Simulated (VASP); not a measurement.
The system is LiH3.

```xyz
4
Lattice="4.1566 0.0000 0.0000 -2.0783 3.5997 0.0000 0.0000 0.0000 5.3889" Properties=species:S:1:pos:R:3 pbc="T T T"
Li    0.0000    0.0000    2.6944
H     0.0000    0.0000    4.3844
H     0.0000    0.0000    1.0044
H     0.0000    0.0000    0.0000
```

The cell was generated, and may not be a known phase.

* Program: VASP 6.6.1
* Task: relaxation of cell and atoms
* Functional: PBE
* Potentials or basis: VASP PAW PBE potentials, release 64 (Li_sv, H_h)
* Cutoff: 1230 eV
* k mesh: 6 × 6 × 6
* Occupations: gaussian, width 0.02 eV
* Spin: no spin polarisation

At the start: pressure 0.2 GPa; volume 20.16 Å³/atom.

Q: Where does the relaxation end?

A: Over 33 steps the energy falls by 7.6 meV/atom and the volume is 31.07 Å³/atom (+54.1 %); space group P6/mmm (No. 191, to 0.1 Å) before and after.

The path:
```csv
step,energy change (eV),largest force (eV/Å),pressure (GPa),volume (Å³)
1,0.0000,0.0252,0.18,80.63
2,-0.0006,0.0033,0.20,80.90
3,-0.0019,0.0634,0.26,81.72
4,-0.0025,0.2002,0.37,83.36
5,-0.0027,0.2007,0.37,83.46
6,-0.0031,0.2024,0.37,83.75
7,-0.0039,0.2059,0.36,84.34
8,-0.0055,0.2126,0.34,85.52
9,-0.0083,0.2260,0.31,87.91
10,-0.0131,0.2521,0.26,92.79
11,-0.0191,0.3020,0.16,102.98
12,-0.0254,0.0057,-0.05,105.61
13,-0.0254,0.0125,-0.07,105.78
14,-0.0262,0.0278,-0.01,106.06
15,-0.0265,0.0493,0.07,106.44
16,-0.0268,0.0024,0.10,106.84
17,-0.0269,0.0213,0.12,107.04
18,-0.0272,0.0241,0.09,107.58
19,-0.0276,0.0304,0.04,108.81
20,-0.0274,0.0420,-0.07,111.29
21,-0.0277,0.0350,0.00,109.72
22,-0.0280,0.0129,-0.02,110.47
23,-0.0286,0.0528,-0.05,112.75
24,-0.0289,0.0447,-0.03,113.17
25,-0.0295,0.0202,0.02,114.45
26,-0.0294,0.0298,0.13,117.02
27,-0.0296,0.0027,0.08,115.64
28,-0.0298,0.0041,0.07,116.47
29,-0.0302,0.0082,0.06,118.97
30,-0.0303,0.0161,0.04,124.05
31,-0.0304,0.0349,-0.03,124.41
32,-0.0304,0.0106,0.00,124.23
33,-0.0305,0.0012,-0.01,124.27
```

Final structure:
```cif
data_structure
_symmetry_space_group_name_H-M 'P 1'
_symmetry_Int_Tables_number 1
_cell_length_a 5.1445
_cell_length_b 5.1445
_cell_length_c 5.4219
_cell_angle_alpha 90.000
_cell_angle_beta 90.000
_cell_angle_gamma 120.000
_cell_volume 124.27
loop_
_atom_site_label
_atom_site_type_symbol
_atom_site_fract_x
_atom_site_fract_y
_atom_site_fract_z
_atom_site_occupancy
Li1 Li 0.00000 0.00000 0.50000 1
H1 H 0.00000 0.00000 0.81416 1
H2 H 0.00000 0.00000 0.18584 1
H3 H 0.00000 0.00000 0.00000 1
```

Caveat: the volume moved by over 15 % at a fixed basis, so the end points are rough.
